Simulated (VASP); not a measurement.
Set up this calculation in VASP 6.6.1, as the native input.

```
Task                   : single point
Functional             : PBE
Potentials or basis    : VASP PAW PBE potentials, release 64 (W_sv)
Cutoff                 : 520 eV
k mesh                 : 20 × 20 × 20
Occupations            : gaussian, width 0.15 eV
Spin                   : no spin polarisation
Dipole correction      : no
Further INCAR settings : ALGO = Fast; EDIFF = 1e-07; NBANDS = 13
```

The structure of W lies in POSCAR:

```
W
1.0
   -1.5973000000      1.4775025000      1.4775025000
    1.5973000000     -1.7170975000      1.7170975000
    1.5973000000      1.7170975000     -1.7170975000
W
1
Direct
    0.0000000000      0.0000000000      0.0000000000
```

This cell differs from its parent crystal: strain -0.1500 x Voigt [0, 0, 0, 1, 0, 0].

The input as run:

INCAR

```
PREC     = Accurate       # precision mode
ENCUT    = 520            # plane-wave cutoff, eV
EDIFF    = 1E-7           # SCF threshold, eV
ISMEAR   = 0              # smearing method
SIGMA    = 0.15           # smearing width, eV
LREAL    = F              # projectors in reciprocal space
LASPH    = T              # aspherical terms in the spheres
NELM     = 100            # most SCF steps
ALGO     = Fast           # electronic algorithm
ISIF     = 2              # what is computed and relaxed
LWAVE    = F              # write WAVECAR
LCHARG   = F              # write CHGCAR
GGA      = PE             # functional
NBANDS   = 13             # bands
```

KPOINTS

```
Automatic mesh
0
Gamma
  20 20 20
```

Potentials or basis: VASP PAW PBE potentials, release 64 (W_sv).

Launch:

```console
$ cat potpaw_PBE.64/W_sv/POTCAR > POTCAR
$ mpirun -np 1 vasp_std > vasp.out
```

It gave:

```
Pressure               : 3.2 GPa
Band gap on the k mesh : zero (bands 7 and 8 overlap by 4.38 eV)
```

Caveat: the cell differs from its parent crystal (strain -0.1500 x Voigt [0, 0, 0, 1, 0, 0]); the cell stands under pressure; spin-orbit coupling is left out, which moves the levels of the heavy elements.

Run time: 9.9 min on 1 thread of Intel Xeon 8259CL (shared host), peak memory 0.34 GiB.
